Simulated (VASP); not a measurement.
GaAs, 2 atoms in the cell. The structure is cubic, space group F-43m (No. 216). The conventional cell has a = 5.603 Å, b = 5.603 Å, c = 5.603 Å, α = 90.00°, β = 90.00°, γ = 90.00°. Ga (site symmetry -43m) has 4 As at 2.43 Å within 3.2 Å. As (site symmetry -43m) has 4 Ga at 2.43 Å within 3.2 Å. 

| Quantity | Value |
| --- | --- |
| Program | VASP 6.6.1 |
| Task | single point |
| Functional | LDA |
| Potentials or basis | VASP PAW LDA potentials, release 64 (Ga_d, As) |
| Cutoff | 520 eV |
| k mesh | 12 × 12 × 12 |
| Occupations | fermi-dirac, width 0.08 eV |
| Spin | no spin polarisation |
| Dipole correction | no |
| Further INCAR settings | ALGO = Normal; EDIFF = 1e-06; NBANDS = 16 |

Potentials or basis: VASP PAW LDA potentials, release 64 (Ga_d, As).

Launch:

```sh
$ cat potpaw_LDA.64/Ga_d/POTCAR potpaw_LDA.64/As/POTCAR > POTCAR
$ mpirun -np 1 vasp_std > vasp.out
```

Hardware: 1 thread of Intel(R) Xeon(R) Platinum 8488C (Sapphire Rapids) (shared host).

Problem. Estimate the wall time of this run.

Solution. It took 25 s on 1 thread of Intel(R) Xeon(R) Platinum 8488C (Sapphire Rapids) (shared host), peak memory 0.18 GiB. Counts: scf iterations 12, k points 72.
